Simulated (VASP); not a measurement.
A run of VASP 6.6.1 is set up as follows.

Contents of INCAR:

```
SYSTEM = ZrNbSe3
PREC = Accurate
ENCUT = 520
EDIFF = 1E-6
ISMEAR = 0
SIGMA = 0.1
LREAL = .FALSE.
LASPH = .TRUE.
NELM = 150
ALGO = Normal
ISIF = 2
LWAVE = .FALSE.
LCHARG = .FALSE.
ISPIN = 2
MAGMOM = 0.03 2.61 -0.07 -0.07 -0.07
LORBIT = 11
LMAXMIX = 4
GGA = PE
NBANDS = 34
```

The input KPOINTS:

```
regular mesh
0
G
  4 4 4
  0 0 0
```

Contents of POSCAR:

```
ZrNbSe3
1.0
    4.6319791800      0.0000000000      0.0000000000
    0.0000000000      4.6319791800      0.0000000000
    0.0000000000      0.0000000000      4.6319791800
Zr Nb Se
1 1 3
Direct
    0.5000000000      0.5000000000      0.5000000000
    0.0000000000      0.0000000000      0.0000000000
    0.5000000000      0.5000000000      0.0000000000
    0.0000000000      0.5000000000      0.5000000000
    0.5000000000      0.0000000000      0.5000000000
```

Potentials or basis: VASP PAW PBE potentials, release 64 (Zr_sv, Nb_sv, Se).

Run with:

```sh
$ cat potpaw_PBE.64/Zr_sv/POTCAR potpaw_PBE.64/Nb_sv/POTCAR potpaw_PBE.64/Se/POTCAR > POTCAR
$ mpirun -np 1 vasp_std > vasp.out
```

Task: What does it give for the net moment?

Result: 2.63 μB per cell.

Task: Predict the pressure.

Result: 38.9 GPa.

Caveat: the cell stands under pressure.
